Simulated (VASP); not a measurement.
# Os (P6_3/mmc) in VASP: notebook

The runs below take Os through single point, with LDA.

Program: VASP 6.6.1. These are calculated values, not measurements. Logs are shortened: lines on timing, memory, paths and dates and some standing lists are left out, and cuts for length are marked.

### 1 The cell of the first run

The structure is hexagonal, space group P6_3/mmc (No. 194). Conventional cell: a = 2.788 Å, b = 2.788 Å, c = 4.396 Å, α = 90.00°, β = 90.00°, γ = 120.00°. Within 3.6 Å of Os (site symmetry -6m2) lie 12 Os at 2.72 to 2.79 Å.

### 2 Single point, LDA (14.80 Å³/atom)

Contents of INCAR:

```
ALGO = Normal
EDIFF = 1E-6
ENCUT = 520
ISIF = 2
ISMEAR = -1
LASPH = True
LCHARG = False
LREAL = False
LWAVE = False
NBANDS = 15
NELM = 100
PREC = Accurate
SIGMA = 0.1
```

Contents of KPOINTS:

```
k-points
0
Gamma
  22 22 12
```

Contents of POSCAR:

```
Os
1.0
    2.7881411840      0.0000000000      0.0000000000
   -1.3940705920      2.4146010947      0.0000000000
    0.0000000000      0.0000000000      4.3957947634
Os
2
Direct
    0.3333333333      0.6666666667      0.2500000000
    0.6666666667      0.3333333333      0.7500000000
```

Potentials or basis: VASP PAW LDA potentials, release 64 (Os).

Run with:

```console
cat potpaw_LDA.64/Os/POTCAR > POTCAR
mpirun -np 1 vasp_std > vasp.out
```

OUTCAR:

```text
EDIFF = 1E-6
   ENCUT = 520
   ISIF = 2
   ISMEAR = -1
   LASPH = True
   LREAL = False
   NELM = 100
   PREC = Accurate

 ion  position               nearest neighbor table
   1  0.333  0.667  0.250-   2 2.72   2 2.72   2 2.72   2 2.72   2 2.72   2 2.72
   2  0.667  0.333  0.750-   1 2.72   1 2.72   1 2.72   1 2.72   1 2.72   1 2.72

  LATTYP: Found a hexagonal cell.
 ALAT       =     2.7881411840
 C/A-ratio  =     1.5766040790

  Lattice vectors:

 A1 = (   2.7881411840,   0.0000000000,   0.0000000000)
 A2 = (  -1.3940705920,   2.4146010947,   0.0000000000)
 A3 = (   0.0000000000,   0.0000000000,   4.3957947634)

Analysis of symmetry for initial positions (statically):
=====================================================================
 Subroutine PRICEL returns:
 Original cell was already a primitive cell.

 Routine SETGRP: Setting up the symmetry group for a
 hexagonal supercell.

 Subroutine GETGRP returns: Found 24 space group operations
 (whereof 12 operations were pure point group operations)
 out of a pool of 24 trial point group operations.

The static configuration has the point symmetry D_3d.
 The point group associated with its full space group is D_6h.

Analysis of symmetry for dynamics (positions and initial velocities):
=====================================================================
 Subroutine PRICEL returns:
 Original cell was already a primitive cell.

 Routine SETGRP: Setting up the symmetry group for a
 hexagonal supercell.

 Subroutine GETGRP returns: Found 24 space group operations
 (whereof 12 operations were pure point group operations)
 out of a pool of 24 trial point group operations.

The dynamic configuration has the point symmetry D_3d.
 The point group associated with its full space group is D_6h.

 Subroutine INISYM returns: Found 24 space group operations
 (whereof 12 operations are pure point group operations),
 and found     1 'primitive' translations

----------------------------------------------------------------------------------------

                                     Primitive cell

  volume of cell :      29.5936

  direct lattice vectors                    reciprocal lattice vectors
     2.788141184  0.000000000  0.000000000     0.358661895  0.207073542  0.000000000
    -1.394070592  2.414601095  0.000000000     0.000000000  0.414147083  0.000000000
     0.000000000  0.000000000  4.395794763     0.000000000  0.000000000  0.227490148

  length of vectors
     2.788141184  2.788141184  4.395794763     0.414147083  0.414147083  0.227490148

  position of ions in fractional coordinates (direct lattice)
     0.333333333  0.666666667  0.250000000
     0.666666667  0.333333333  0.750000000

  ion indices of the primitive-cell ions
   primitive index   ion index
                 1           1
                 2           2

----------------------------------------------------------------------------------------

 KPOINTS: k-points

Automatic generation of k-mesh.
 Grid dimensions read from file:
 generate k-points for:   22   22   12

 Generating k-lattice:

  Cartesian coordinates                     Fractional coordinates (reciprocal lattice)
     0.016302813  0.009412434  0.000000000     0.045454545  0.000000000  0.000000000
     0.000000000  0.018824867  0.000000000     0.000000000  0.045454545  0.000000000
     0.000000000  0.000000000  0.018957512     0.000000000  0.000000000  0.083333333

  Length of vectors
     0.018824867  0.018824867  0.018957512

  Shift w.r.t. Gamma in fractional coordinates (k-lattice)
     0.000000000  0.000000000  0.000000000

 Subroutine IBZKPT returns following result:
 ===========================================

 Found    364 irreducible k-points:

 Following reciprocal coordinates:
            Coordinates               Weight
  0.000000  0.000000  0.000000      1.000000
  0.045455  0.000000  0.000000      6.000000
  0.090909  0.000000  0.000000      6.000000
  0.136364 -0.000000  0.000000      6.000000
  0.181818  0.000000  0.000000      6.000000
  0.227273  0.000000  0.000000      6.000000
[... 16 lines left out ...]
  0.090909  0.090909  0.000000      6.000000
  0.136364  0.090909  0.000000     12.000000
 [... further k-points ...]
   k-points           NKPTS =    364   k-points in BZ     NKDIM =    364   number of bands    NBANDS=     15
   number of dos      NEDOS =    301   number of ions     NIONS =      2
   total plane-waves  NPLWV =  20736
   dimension x,y,z NGX =    24 NGY =   24 NGZ =   36
   dimension x,y,z NGXF=    48 NGYF=   48 NGZF=   72
   ions per type =               2
   NGX,Y,Z   is equivalent  to a cutoff of  14.31, 14.31, 13.61 a.u.
   NGXF,Y,Z  is equivalent  to a cutoff of  28.62, 28.62, 27.23 a.u.
 SYSTEM =  unknown system
   PREC   = accura    normal or accurate (medium, high low for compatibility)
   ISTART =      0    job   : 0-new  1-cont  2-samecut
   ICHARG =      2    charge: 1-file 2-atom 10-const
   ISPIN  =      1    spin polarized calculation?
   LNONCOLLINEAR =      F non collinear calculations
   LSORBIT =      F    spin-orbit coupling
   LASPH  =      T    aspherical Exc in radial PAW
   ENCUT  =  520.0 eV  38.22 Ry    6.18 a.u.   5.18  5.18  8.17*2*pi/ulx,y,z
   NELM   =    100;   NELMIN=  2; NELMDL= -5     # of ELM steps
   EDIFF  = 0.1E-05   stopping-criterion for ELM
   LREAL  =      F    real-space projection
[... 7 lines left out ...]
   TEBEG  =    0.0;   TEEND  =   0.0 temperature during run
   PSTRESS=    0.0 pullay stress
   NELECT =      16.0000    total number of electrons
   NUPDOWN=      -1.0000    fix difference up-down
   EMIN   =  10.00;   EMAX   =-10.00  energy-range for DOS
   EFERMI =   0.00;   METHOD = LEGACY
   ISMEAR =    -1;   SIGMA  =   0.10  broadening in eV -4-tet -1-fermi 0-gaus
   EFERMI_NEDOS =   21; number of points for ismear=-14 and -15
   IALGO  =     38    algorithm
   IMIX   =      4    mixing-type and parameters
     AMIX     =   0.40;   BMIX     =  1.00
     AMIX_MAG =   1.60;   BMIX_MAG =  1.00
  volume/ion in A,a.u.               =      14.80        99.85
  Fermi-wavevector in a.u.,A,eV,Ry     =   1.333672  2.520274 24.200417  1.778680
  Thomas-Fermi vector in A             =   2.462512
   LORBIT       =      0    0 simple, 1 ext, 2 COOP (PROOUT), +10 PAW based schemes
   GGA     = CA    functional components
   LHFCALC =     F    Hartree Fock is set to
   AEXX    =    0.0000 exact exchange contribution
   IVDW    =     0    specifies the selected vdW correction
   LEPSILON=     F    determine dielectric tensor
   LRPA    =     F    only Hartree local field effects (RPA)
 non-spin polarized calculation
  energy-cutoff  :      520.00
  volume of cell :       29.59
 maximum number of plane-waves:       818
 NGX is ok and might be reduce to    24
   NGX = 11   NGY = 11   NGZ = 17

 number of electron      15.9999998 magnetization

 Free energy of the ion-electron system (eV)
  ---------------------------------------------------
  ext. energy  EPLUGINS =         0.00000000
  ---------------------------------------------------
  free energy    TOTEN  =       -25.12917224 eV

  energy without entropy =      -25.08669820  energy(sigma->0) =      -25.10793522

 E-fermi :   8.5484     XC(G=0): -13.8654

 val. band max:        8.5456943158   @ k =   0.3636   0.0455   0.3333
 cond. band min:       8.5516278175   @ k =   0.2273   0.0455   0.2500
 fundamental gap:      0.0059335017
 Fermi energy:         8.5483665945

 k-point     1 :       0.0000    0.0000    0.0000
  band No.  band energies     occupation
      1      -1.8221      2.00000
      2       1.3058      2.00000
      3       5.7241      2.00000
      4       5.7241      2.00000
      5       5.9688      2.00000
      6       6.4924      2.00000
      7       6.4924      2.00000
      8       7.0694      2.00000
      9       7.0694      2.00000
     10       8.7087      0.33495
     11      10.0750      0.00000
     12      10.0750      0.00000
     13      16.9801      0.00000
     14      22.6658      0.00000
     15      25.3232      0.00000

 k-point     2 :       0.0455    0.0000    0.0000
  band No.  band energies     occupation
      1      -1.7431      2.00000
      2       1.3759      2.00000
      3       5.5288      2.00000
      4       5.7920      2.00000
      5       6.1442      2.00000
      6       6.4456      2.00000
      7       6.5557      2.00000
      8       6.9839      2.00000
      9       7.0142      2.00000
     10       8.2442      1.90881
     11      10.1129      0.00000
     12      10.6497      0.00000
     13      16.9724      0.00000
     14      22.8241      0.00000
     15      25.4254      0.00000

 k-point     3 :       0.0909    0.0000    0.0000
  band No.  band energies     occupation
      1      -1.5101      2.00000
      2       1.5775      2.00000
      3       5.2231      2.00000
      4       5.9945      2.00000
      5       6.2863      2.00000
      6       6.4372      2.00000
      7       6.6550      2.00000
      8       6.7435      2.00000
      9       6.8620      2.00000
     10       7.6367      1.99978
     11      10.2145      0.00000
     12      11.6631      0.00000
     13      16.9431      0.00000
     14      23.2658      0.00000
     15      25.7089      0.00000
[... 343 lines left out ...]
 k-point    23 :       0.0909    0.0909    0.0000
  band No.  band energies     occupation
      1      -0.9166      2.00000
      2       2.0580      2.00000
      3       4.7169      2.00000
      4       5.7882      2.00000
      5       6.0429      2.00000
      6       6.3375      2.00000
      7       6.5602      2.00000
      8       6.7716      2.00000
      9       7.2912      1.99999
     10       7.3217      1.99999
     11      10.3833      0.00000
     12      13.3278      0.00000
     13      16.8395      0.00000
     14      24.0885      0.00000
     15      26.2761      0.00000

 k-point    24 :       0.1364    0.0909    0.0000
  band No.  band energies     occupation
      1      -0.4319      2.00000
      2       2.3986      2.00000
      3       4.4302      2.00000
      4       5.1538      2.00000
      5       5.8820      2.00000
      6       6.0698      2.00000
      7       7.0283      2.00000
      8       7.0554      2.00000
      9       7.1447      2.00000
     10       7.8081      1.99878
     11      10.4866      0.00000
     12      14.3839      0.00000
     13      16.7404      0.00000
     14      23.9554      0.00000
     15      24.9169      0.00000

 [... further k-points ...]

------------------------ aborting loop because EDIFF is reached ----------------------------------------

  FORCE on cell =-STRESS in cart. coord.  units (eV):
  Direction    XX          YY          ZZ          XY          YZ          ZX
  --------------------------------------------------------------------------------------
  -------------------------------------------------------------------------------------
  Total       -5.1416048     -5.1416048     -5.3901512      0.0000000      0.0000000      0.0000000
  in kB     -278.3631290   -278.3631290   -291.8192697      0.0000000      0.0000000      0.0000000
  external PRESSURE =    -282.8485092 kB  Pullay stress =       0.0000000 kB

 VOLUME and BASIS-vectors are now :
 -----------------------------------------------------------------------------
  energy-cutoff  :      520.00
  volume of cell :       29.59
      direct lattice vectors                 reciprocal lattice vectors
     2.788141184  0.000000000  0.000000000     0.358661895  0.207073542  0.000000000
    -1.394070592  2.414601095  0.000000000     0.000000000  0.414147083  0.000000000
     0.000000000  0.000000000  4.395794763     0.000000000  0.000000000  0.227490148

 POSITION                                       TOTAL-FORCE (eV/Angst)
 -----------------------------------------------------------------------------------
     -0.00000      1.60973      1.09895        -0.000000     -0.000000      0.000000
      1.39407      0.80487      3.29685         0.000000      0.000000      0.000000
 -----------------------------------------------------------------------------------
    total drift:                               -0.000000      0.000000     -0.000000

  FREE ENERGIE OF THE ION-ELECTRON SYSTEM (eV)
  ---------------------------------------------------
  free  energy   TOTEN  =       -25.1291722392 eV

  energy  without entropy=      -25.0866981982  energy(sigma->0) =      -25.10793522
```

Run time: 2.6 min. Hardware: 1 thread of Oxide Virtual Turin-like, shared host; peak memory 0.22 GiB.

What came out:

- Free energy: -25.1292 eV
- Pressure: -28.3 GPa
- Band gap on the k mesh: zero (bands 8 and 9 overlap by 3.56 eV)

Stress tensor (GPa, compression positive):
```
-27.84   0.00   0.00
  0.00 -27.84   0.00
  0.00   0.00 -29.18
```

Levels at points of the mesh, in eV from the Fermi level:
```tsv
k point	band 4	band 5	band 6	band 7	band 8	band 9	band 10	band 11	band 12	band 13
(0.00, 0.00, 0.00)	-2.82	-2.58	-2.06	-2.06	-1.48	-1.48	0.16	1.53	1.53	8.43
(0.50, 0.00, 0.00)	-3.30	-2.70	-2.37	-1.75	1.80	2.32	2.45	4.05	5.30	8.91
(0.00, 0.00, 0.50)	-3.30	-3.01	-3.01	-3.01	-3.01	0.78	0.78	0.78	0.78	13.79
(0.50, 0.00, 0.50)	-4.91	-1.13	-1.13	-0.10	-0.10	2.11	2.11	3.07	3.07	8.49
```

Caveat: the cell stands under tension; spin-orbit coupling is left out, which moves the levels of the heavy elements.

### 3 Single point, LDA (15.34 Å³/atom)

This run uses another cell than the first one, of 15.34 Å³/atom.

Contents of INCAR:

```
ALGO     = Normal         # electronic algorithm
EDIFF    = 1E-7           # SCF threshold, eV
ENCUT    = 520            # plane-wave cutoff, eV
GGA      = CA             # functional
ISIF     = 2              # what is computed and relaxed
ISMEAR   = -1             # smearing method
LASPH    = T              # aspherical terms in the spheres
LCHARG   = F              # write CHGCAR
LREAL    = F              # projectors in reciprocal space
LWAVE    = F              # write WAVECAR
NBANDS   = 15             # bands
NELM     = 100            # most SCF steps
PREC     = Accurate       # precision mode
SIGMA    = 0.1            # smearing width, eV
```

KPOINTS is that of step 2.

Contents of POSCAR:

```
Os
1.0
    2.8221462571      0.0000000000      0.0000000000
   -1.4110731285      2.4440503518      0.0000000000
    0.0000000000      0.0000000000      4.4494073004
Os
2
Direct
    0.3333333333      0.6666666667      0.2500000000
    0.6666666667      0.3333333333      0.7500000000
```

Potentials or basis: VASP PAW LDA potentials, release 64 (Os).

Run with:

```console
cat potpaw_LDA.64/Os/POTCAR > POTCAR
mpirun -np 1 vasp_std > vasp.out
```

It took 2.7 min on 1 thread of Oxide Virtual Turin-like, shared host; peak memory 0.23 GiB.

The run converged. Its results:

| Property | Result |
| --- | --- |
| Free energy | -24.9014 eV |
| Pressure | -38.4 GPa |
| Band gap on the k mesh | zero (bands 8 and 9 overlap by 3.35 eV) |

Stress tensor (GPa, compression positive):
```
-37.73   0.00   0.00
  0.00 -37.73   0.00
  0.00   0.00 -39.85
```

Levels at points of the mesh, in eV from the Fermi level:
| k point | band 5 | band 6 | band 7 | band 8 | band 9 | band 10 | band 11 | band 12 |
| --- | --- | --- | --- | --- | --- | --- | --- | --- |
| (0.00, 0.00, 0.00) | -2.44 | -1.95 | -1.95 | -1.40 | -1.40 | 0.17 | 1.44 | 1.44 |
| (0.50, 0.00, 0.00) | -2.60 | -2.26 | -1.66 | 1.69 | 2.17 | 2.30 | 3.83 | 5.04 |
| (0.00, 0.00, 0.50) | -2.85 | -2.85 | -2.85 | -2.85 | 0.73 | 0.73 | 0.73 | 0.73 |
| (0.50, 0.00, 0.50) | -1.07 | -1.07 | -0.08 | -0.08 | 1.98 | 1.98 | 2.92 | 2.92 |

Caveat: the cell stands under tension; spin-orbit coupling is left out, which moves the levels of the heavy elements.
